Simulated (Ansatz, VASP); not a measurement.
Sn: VASP beside Ansatz

```
Sn
1.0
     0.00000    2.40963    2.40963
     2.40963    0.00000    2.40963
     2.40963    2.40963    0.00000
Sn
1
Direct
  0.00000 0.00000 0.00000
```

Alike in both runs: functional PBE; k mesh 16 × 16 × 16; occupations gaussian, width 0.1 eV; no spin polarisation.

Ansatz relaxed the structure, and its values are those at the end. VASP's run is a single point on that final structure, the one shown.

```csv
,VASP,Ansatz
version,VASP 6.6.1,Ansatz 0.2.0
potentials or method,"VASP PAW PBE potentials, release 64 (Sn_d), cutoff 520 eV","scalar-relativistic, plane waves, PAW"
valence electrons in the cell,14,14
```

```tsv
	VASP	Ansatz	Ansatz less VASP
gap on the k mesh at the Fermi level (eV)	none	none	-
pressure (GPa)	0.0	0.0	+0.04
```

A gap of «none» marks a metal or a gap that the smearing closes.
